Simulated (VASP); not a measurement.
NaI, 2 atoms in the cell. It takes space group Imm2 (No. 44, orthorhombic). The conventional cell has a = 4.577 Å, b = 6.473 Å, c = 4.577 Å, α = 90.00°, β = 90.00°, γ = 90.00°. Na (site symmetry mm2) has 6 I at 3.14 to 3.33 Å within 4.1 Å. Within 4.1 Å of I (site symmetry mm2) lie 6 Na at 3.14 to 3.33 Å. 

| Quantity | Value |
| --- | --- |
| Program | VASP 6.6.1 |
| Task | single point |
| Functional | PBEsol |
| Potentials or basis | VASP PAW PBE potentials, release 64 (Na_pv, I) |
| Cutoff | 500 eV |
| k mesh | 4 × 4 × 4 |
| Occupations | gaussian, width 0.01 eV |
| Spin | no spin polarisation |
| Dipole correction | no |
| Further INCAR settings | ALGO = Normal; EDIFF = 1e-06; NBANDS = 14 |

Potentials or basis: VASP PAW PBE potentials, release 64 (Na_pv, I).

The run is started by

```bash
$ cat potpaw_PBE.64/Na_pv/POTCAR potpaw_PBE.64/I/POTCAR > POTCAR
$ mpirun -np 1 vasp_std > vasp.out
```

Hardware: 1 thread of Intel Xeon 8259CL, on a shared host.

Q: Estimate the wall time of this run.

A: Wall time 25 s on 1 thread of Intel Xeon 8259CL, on a shared host, peak memory 0.21 GiB. Counts: scf iterations 11, k points 18.
